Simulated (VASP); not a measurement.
Wanted: the native input for a VASP 6.6.1 run.

```
Task                   : single point
Functional             : PBEsol
Potentials or basis    : VASP PAW PBE potentials, release 64 (Cu)
Cutoff                 : 520 eV
k mesh                 : 13 × 13 × 13
Occupations            : fermi-dirac, width 0.05 eV
Spin                   : no spin polarisation
Dipole correction      : no
Further INCAR settings : ALGO = Normal; EDIFF = 1e-06; NBANDS = 12
```

The structure of Cu lies in POSCAR:

```
Cu
1.0
   -1.4383870572      1.4383870572      1.3726297555
    1.4383870572     -1.4383870572      1.3726297555
    1.4383870572      1.4383870572     -1.3726297555
Cu
1
Direct
    0.0000000000      0.0000000000      0.0000000000
```

These files were run (other wordings do the same):

INCAR

```
ALGO     = Normal         # electronic algorithm
EDIFF    = 1E-6           # SCF threshold, eV
ENCUT    = 520            # plane-wave cutoff, eV
GGA      = PS             # functional
ISIF     = 2              # what is computed and relaxed
ISMEAR   = -1             # smearing method
LASPH    = True           # aspherical terms in the spheres
LCHARG   = False          # write CHGCAR
LREAL    = False          # projectors in reciprocal space
LWAVE    = False          # write WAVECAR
NBANDS   = 12             # bands
NELM     = 100            # most SCF steps
PREC     = Accurate       # precision mode
SIGMA    = 0.05           # smearing width, eV
```

KPOINTS

```
k-points
0
Gamma
  13 13 13
```

Potentials or basis: VASP PAW PBE potentials, release 64 (Cu).

Run with:

```bash
$ cat potpaw_PBE.64/Cu/POTCAR > POTCAR
$ mpirun -np 1 vasp_std > vasp.out
```

Results of the run:

* Pressure: 0.7 GPa

Caveat: the PAW data sets were made with another functional, which shifts forces and pressure a little.

Wall time 30 s on 1 thread of Intel Xeon 8259CL, on a shared host, peak memory 0.14 GiB.
